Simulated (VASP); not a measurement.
# SrTiO3 (P4/mmm) in VASP: further runs

Runs on SrTiO3. Level: PBEsol. Tasks: single point.

Program: VASP 6.6.1. These are calculated values, not measurements. Logs are shortened: lines on timing, memory, paths and dates and some standing lists are left out, and cuts for length are marked.

## Step 1: The cell of the first run

Symmetry: P4/mmm, No. 123, tetragonal system. Conventional cell: a = 3.905 Å, b = 3.905 Å, c = 3.788 Å, α = 90.00°, β = 90.00°, γ = 90.00°. Sr (site symmetry 4/mmm) has 12 O at 2.72 to 2.76 Å and 8 Ti at 3.35 Å within 3.6 Å. Within 2.5 Å of Ti (site symmetry 4/mmm) lie 6 O at 1.89 to 1.95 Å. O (site symmetry mmm) has 2 Ti at 1.95 Å within 2.6 Å. O (site symmetry 4/mmm) has 2 Ti at 1.89 Å within 2.5 Å.

## Step 2: Single point, PBEsol (zz strain of -3 %)

Input file INCAR:

```
SYSTEM = SrTiO3
ALGO     = Normal         ! electronic algorithm
EDIFF    = 1E-7           ! SCF threshold, eV
ENCUT    = 520            ! plane-wave cutoff, eV
GGA      = PS             ! functional
ISIF     = 2              ! what is computed and relaxed
ISMEAR   = -1             ! smearing method
LASPH    = .True.         ! aspherical terms in the spheres
LCHARG   = .False.        ! write CHGCAR
LREAL    = .False.        ! projectors in reciprocal space
LWAVE    = .False.        ! write WAVECAR
NBANDS   = 28             ! bands
NELM     = 60             ! most SCF steps
PREC     = Accurate       ! precision mode
SIGMA    = 0.05           ! smearing width, eV
```

Input file KPOINTS:

```
k-points
0
Gamma
  7 7 7
  0 0 0
```

Input file POSCAR:

```
SrTiO3
1.0
    3.9050000000      0.0000000000      0.0000000000
    0.0000000000      3.9050000000      0.0000000000
    0.0000000000      0.0000000000      3.7878500000
Sr Ti O
1 1 3
Direct
    0.0000000000      0.0000000000      0.0000000000
    0.5000000000      0.5000000000      0.5000000000
    0.0000000000      0.5000000000      0.5000000000
    0.5000000000      0.0000000000      0.5000000000
    0.5000000000      0.5000000000      0.0000000000
```

Potentials or basis: VASP PAW PBE potentials, release 64 (Sr_sv, Ti_sv, O).

The run is started by

```bash
cat potpaw_PBE.64/Sr_sv/POTCAR potpaw_PBE.64/Ti_sv/POTCAR potpaw_PBE.64/O/POTCAR > POTCAR
mpirun -np 1 vasp_std > vasp.out
```

OUTCAR:

```text
SYSTEM = SrTiO3
   EDIFF = 1E-7
   ENCUT = 520
   GGA = PS
   ISIF = 2
   ISMEAR = -1
   LASPH = .True.
   LREAL = .False.
   NELM = 60
   PREC = Accurate

 ion  position               nearest neighbor table
   1  0.000  0.000  0.000-   3 2.72   4 2.72   3 2.72   4 2.72   3 2.72   3 2.72   4 2.72   4 2.72
                             5 2.76   5 2.76   5 2.76   5 2.76   2 3.35   2 3.35   2 3.35   2 3.35
   2  0.500  0.500  0.500-   5 1.89   5 1.89   3 1.95   4 1.95   4 1.95   3 1.95   1 3.35   1 3.35
                             1 3.35   1 3.35   1 3.35   1 3.35   1 3.35   1 3.35
   3  0.000  0.500  0.500-   2 1.95   2 1.95   1 2.72   1 2.72   1 2.72   1 2.72
   4  0.500  0.000  0.500-   2 1.95   2 1.95   1 2.72   1 2.72   1 2.72   1 2.72
   5  0.500  0.500  0.000-   2 1.89   2 1.89   1 2.76   1 2.76   1 2.76   1 2.76

  LATTYP: Found a simple tetragonal cell.
 ALAT       =     3.9050000000
 C/A-ratio  =     0.9700000000

  Lattice vectors:

 A1 = (   3.9050000000,   0.0000000000,   0.0000000000)
 A2 = (   0.0000000000,   3.9050000000,   0.0000000000)
 A3 = (   0.0000000000,   0.0000000000,   3.7878500000)

Analysis of symmetry for initial positions (statically):
=====================================================================
 Subroutine PRICEL returns:
 Original cell was already a primitive cell.

 Routine SETGRP: Setting up the symmetry group for a
 simple tetragonal supercell.

 Subroutine GETGRP returns: Found 16 space group operations
 (whereof 16 operations were pure point group operations)
 out of a pool of 16 trial point group operations.

The static configuration has the point symmetry D_4h.

Analysis of symmetry for dynamics (positions and initial velocities):
=====================================================================
 Subroutine PRICEL returns:
 Original cell was already a primitive cell.

 Routine SETGRP: Setting up the symmetry group for a
 simple tetragonal supercell.

 Subroutine GETGRP returns: Found 16 space group operations
 (whereof 16 operations were pure point group operations)
 out of a pool of 16 trial point group operations.

The dynamic configuration has the point symmetry D_4h.

 Subroutine INISYM returns: Found 16 space group operations
 (whereof 16 operations are pure point group operations),
 and found     1 'primitive' translations

----------------------------------------------------------------------------------------

                                     Primitive cell

  volume of cell :      57.7610

  direct lattice vectors                    reciprocal lattice vectors
     3.905000000  0.000000000  0.000000000     0.256081946  0.000000000  0.000000000
     0.000000000  3.905000000  0.000000000     0.000000000  0.256081946  0.000000000
     0.000000000  0.000000000  3.787850000     0.000000000  0.000000000  0.264002006

  length of vectors
     3.905000000  3.905000000  3.787850000     0.256081946  0.256081946  0.264002006

  position of ions in fractional coordinates (direct lattice)
     0.000000000  0.000000000  0.000000000
     0.500000000  0.500000000  0.500000000
     0.000000000  0.500000000  0.500000000
     0.500000000  0.000000000  0.500000000
     0.500000000  0.500000000  0.000000000

  ion indices of the primitive-cell ions
   primitive index   ion index
                 1           1
                 2           2
                 3           3
                 4           4
                 5           5

----------------------------------------------------------------------------------------

 KPOINTS: k-points

Automatic generation of k-mesh.
 Grid dimensions read from file:
 generate k-points for:    7    7    7

 Generating k-lattice:

  Cartesian coordinates                     Fractional coordinates (reciprocal lattice)
     0.036583135  0.000000000  0.000000000     0.142857143  0.000000000  0.000000000
     0.000000000  0.036583135  0.000000000     0.000000000  0.142857143  0.000000000
     0.000000000  0.000000000  0.037714572     0.000000000  0.000000000  0.142857143

  Length of vectors
     0.036583135  0.036583135  0.037714572

  Shift w.r.t. Gamma in fractional coordinates (k-lattice)
     0.000000000  0.000000000  0.000000000

 Subroutine IBZKPT returns following result:
 ===========================================

 Found     40 irreducible k-points:

 Following reciprocal coordinates:
            Coordinates               Weight
  0.000000  0.000000  0.000000      1.000000
  0.142857  0.000000  0.000000      4.000000
  0.285714  0.000000  0.000000      4.000000
  0.428571  0.000000  0.000000      4.000000
  0.142857  0.142857  0.000000      4.000000
  0.285714  0.142857  0.000000      8.000000
[... 16 lines left out ...]
  0.285714  0.000000  0.285714      8.000000
  0.428571  0.000000  0.285714      8.000000
 [... further k-points ...]
   k-points           NKPTS =     40   k-points in BZ     NKDIM =     40   number of bands    NBANDS=     28
   number of dos      NEDOS =    301   number of ions     NIONS =      5
   total plane-waves  NPLWV =  25200
   dimension x,y,z NGX =    30 NGY =   30 NGZ =   28
   dimension x,y,z NGXF=    60 NGYF=   60 NGZF=   56
   ions per type =               1   1   3
   NGX,Y,Z   is equivalent  to a cutoff of  12.77, 12.77, 12.29 a.u.
   NGXF,Y,Z  is equivalent  to a cutoff of  25.54, 25.54, 24.58 a.u.
 SYSTEM =  SrTiO3
   PREC   = accura    normal or accurate (medium, high low for compatibility)
   ISTART =      0    job   : 0-new  1-cont  2-samecut
   ICHARG =      2    charge: 1-file 2-atom 10-const
   ISPIN  =      1    spin polarized calculation?
   LNONCOLLINEAR =      F non collinear calculations
   LSORBIT =      F    spin-orbit coupling
   LASPH  =      T    aspherical Exc in radial PAW
   ENCUT  =  520.0 eV  38.22 Ry    6.18 a.u.   7.26  7.26  7.04*2*pi/ulx,y,z
   NELM   =     60;   NELMIN=  2; NELMDL= -5     # of ELM steps
   EDIFF  = 0.1E-06   stopping-criterion for ELM
   LREAL  =      F    real-space projection
   EDIFFG = 0.1E-05   stopping-criterion for IOM
   NSW    =      0    number of steps for IOM
   IBRION =     -1    ionic relax: 0-MD 1-quasi-New 2-CG
   NFREE  =      0    steps in history (QN), initial steepest desc. (CG)
   ISIF   =      2    stress and relaxation
   ISYM   =      2    0-nonsym 1-usesym 2-fastsym
   POTIM  = 0.5000    time-step for ionic-motion
   TEBEG  =    0.0;   TEEND  =   0.0 temperature during run
   PSTRESS=    0.0 pullay stress
   NELECT =      40.0000    total number of electrons
   NUPDOWN=      -1.0000    fix difference up-down
   EMIN   =  10.00;   EMAX   =-10.00  energy-range for DOS
   EFERMI =   0.00;   METHOD = LEGACY
   ISMEAR =    -1;   SIGMA  =   0.05  broadening in eV -4-tet -1-fermi 0-gaus
   EFERMI_NEDOS =   21; number of points for ismear=-14 and -15
   IALGO  =     38    algorithm
   IMIX   =      4    mixing-type and parameters
     AMIX     =   0.40;   BMIX     =  1.00
     AMIX_MAG =   1.60;   BMIX_MAG =  1.00
  volume/ion in A,a.u.               =      11.55        77.96
  Fermi-wavevector in a.u.,A,eV,Ry     =   1.448382  2.737046 28.542456  2.097811
  Thomas-Fermi vector in A             =   2.566230
   LORBIT       =      0    0 simple, 1 ext, 2 COOP (PROOUT), +10 PAW based schemes
   GGA     = PS    functional components
   LHFCALC =     F    Hartree Fock is set to
   AEXX    =    0.0000 exact exchange contribution
   IVDW    =     0    specifies the selected vdW correction
   LEPSILON=     F    determine dielectric tensor
   LRPA    =     F    only Hartree local field effects (RPA)
 non-spin polarized calculation
  energy-cutoff  :      520.00
  volume of cell :       57.76
 maximum number of plane-waves:      1570
 NGX is ok and might be reduce to    30
   NGX = 15   NGY = 15   NGZ = 15

 number of electron      40.0000004 magnetization

 Free energy of the ion-electron system (eV)
  ---------------------------------------------------
  ext. energy  EPLUGINS =         0.00000000
  ---------------------------------------------------
  free energy    TOTEN  =       -41.96408614 eV

  energy without entropy =      -41.96408614  energy(sigma->0) =      -41.96408614

 E-fermi :   5.2002     XC(G=0): -11.7023

 val. band max:        4.2128470465   @ k =   0.4286   0.4286   0.4286
 cond. band min:       6.0952406877   @ k =   0.0000   0.0000   0.0000
 fundamental gap:      1.8823936412
 Fermi energy:         5.2001573088

 k-point     1 :       0.0000    0.0000    0.0000
  band No.  band energies     occupation
      1     -51.7921      2.00000
      2     -28.2763      2.00000
      3     -28.2038      2.00000
      4     -28.1646      2.00000
      5     -28.1646      2.00000
      6     -13.2105      2.00000
[... 20 lines left out ...]
     27       9.7315      0.00000
     28      10.5949      0.00000

 k-point     2 :       0.1429    0.0000    0.0000
  band No.  band energies     occupation
      1     -51.7918      2.00000
      2     -28.2996      2.00000
      3     -28.2032      2.00000
      4     -28.1641      2.00000
      5     -28.1505      2.00000
      6     -13.2364      2.00000
[... 20 lines left out ...]
     27      10.0717      0.00000
     28      11.0642      0.00000

 k-point     3 :       0.2857    0.0000    0.0000
  band No.  band energies     occupation
      1     -51.7911      2.00000
      2     -28.3430      2.00000
      3     -28.2019      2.00000
      4     -28.1627      2.00000
      5     -28.1272      2.00000
      6     -13.3490      2.00000
[... 20 lines left out ...]
     27      10.8923      0.00000
     28      12.3344      0.00000

 k-point     4 :       0.4286    0.0000    0.0000
  band No.  band energies     occupation
      1     -51.7906      2.00000
      2     -28.3739      2.00000
      3     -28.2008      2.00000
      4     -28.1616      2.00000
      5     -28.1123      2.00000
      6     -13.4653      2.00000
[... 578 lines left out ...]
     27      11.2692      0.00000
     28      12.4526      0.00000

 k-point    23 :       0.2857    0.0000    0.2857
  band No.  band energies     occupation
      1     -51.7896      2.00000
      2     -28.3361      2.00000
      3     -28.2392      2.00000
      4     -28.1599      2.00000
      5     -28.1423      2.00000
      6     -13.0324      2.00000
[... 20 lines left out ...]
     27      12.0567      0.00000
     28      12.6332      0.00000

 k-point    24 :       0.4286    0.0000    0.2857
  band No.  band energies     occupation
      1     -51.7890      2.00000
      2     -28.3202      2.00000
      3     -28.2649      2.00000
      4     -28.1589      2.00000
      5     -28.1494      2.00000
      6     -12.9857      2.00000
[... 20 lines left out ...]
     27      12.7778      0.00000
     28      12.9033      0.00000

 [... further k-points ...]

------------------------ aborting loop because EDIFF is reached ----------------------------------------

  FORCE on cell =-STRESS in cart. coord.  units (eV):
  Direction    XX          YY          ZZ          XY          YZ          ZX
  --------------------------------------------------------------------------------------
  -------------------------------------------------------------------------------------
  Total        0.7019500      0.7019500      3.8362930      0.0000000      0.0000000      0.0000000
  in kB       19.4707159     19.4707159    106.4112409      0.0000000      0.0000000      0.0000000
  external PRESSURE =      48.4508909 kB  Pullay stress =       0.0000000 kB

 VOLUME and BASIS-vectors are now :
 -----------------------------------------------------------------------------
  energy-cutoff  :      520.00
  volume of cell :       57.76
      direct lattice vectors                 reciprocal lattice vectors
     3.905000000  0.000000000  0.000000000     0.256081946  0.000000000  0.000000000
     0.000000000  3.905000000  0.000000000     0.000000000  0.256081946  0.000000000
     0.000000000  0.000000000  3.787850000     0.000000000  0.000000000  0.264002006

 POSITION                                       TOTAL-FORCE (eV/Angst)
 -----------------------------------------------------------------------------------
      0.00000      0.00000      0.00000         0.000000      0.000000      0.000000
      1.95250      1.95250      1.89393         0.000000      0.000000      0.000000
      0.00000      1.95250      1.89393         0.000000      0.000000      0.000000
      1.95250      0.00000      1.89393         0.000000      0.000000      0.000000
      1.95250      1.95250      0.00000         0.000000      0.000000      0.000000
 -----------------------------------------------------------------------------------
    total drift:                                0.000000      0.000000     -0.000000

  FREE ENERGIE OF THE ION-ELECTRON SYSTEM (eV)
  ---------------------------------------------------
  free  energy   TOTEN  =       -41.9640861390 eV

  energy  without entropy=      -41.9640861383  energy(sigma->0) =      -41.96408614
```

It took 43 s on 1 thread of Intel Xeon Platinum 8488C (Sapphire Rapids), shared host; peak memory 0.2 GiB.

Results:

```
Free energy            : -41.9641 eV
Pressure               : 4.8 GPa
Band gap on the k mesh : 1.88 eV (least direct gap 2.13 eV)
```

Caveat: the cell differs from its parent crystal (zz strain of -3 %); the stress differs along the axes, from 2 to 11 GPa; the PAW data sets were made with another functional, which shifts forces and pressure a little.

## Step 3: Single point, PBEsol (zz strain of -2 %)

Input file INCAR:

```
ALGO = Normal ; EDIFF = 1E-6
ENCUT = 520 ; GGA = PS
ISIF = 2 ; ISMEAR = -1
LASPH = True ; LCHARG = False
LREAL = False ; LWAVE = False
NBANDS = 28 ; NELM = 100
PREC = Accurate ; SIGMA = 0.05
```

Input file KPOINTS:

```
k-points
0
Gamma
  7 7 7
```

Edit POSCAR of step 2 so:

```diff
@@ -4,3 +4,3 @@
     0.0000000000      3.9050000000      0.0000000000
-    0.0000000000      0.0000000000      3.7878500000
+    0.0000000000      0.0000000000      3.8269000000
 Sr Ti O
```

Potentials or basis: VASP PAW PBE potentials, release 64 (Sr_sv, Ti_sv, O).

The run is started by

```bash
cat potpaw_PBE.64/Sr_sv/POTCAR potpaw_PBE.64/Ti_sv/POTCAR potpaw_PBE.64/O/POTCAR > POTCAR
mpirun -np 1 vasp_std > vasp.out
```

Run time: 41 s. Hardware: 1 thread of Intel Xeon Platinum 8488C (Sapphire Rapids), shared host; peak memory 0.2 GiB.

Results (log left out):

```yaml
Free_energy: -41.9961 eV
Pressure: 2.6 GPa
Band_gap_on_the_k_mesh: 1.88 eV (least direct gap 2.14 eV)
```

Stress tensor (GPa, compression positive):
```
0.81 0.00 0.00
0.00 0.81 0.00
0.00 0.00 6.24
```

Levels at points of the mesh, in eV from the valence-band top:
```tsv
k point	band 18	band 19	band 20	band 21	band 22	band 23
(0.00, 0.00, 0.00)	-0.29	-0.29	-0.26	1.88	1.92	1.92
```

Caveat: the cell differs from its parent crystal (zz strain of -2 %); the stress differs along the axes, from 1 to 6 GPa; the PAW data sets were made with another functional, which shifts forces and pressure a little. A k mesh can miss the band edges.

(Continued in part 2 of 2.)
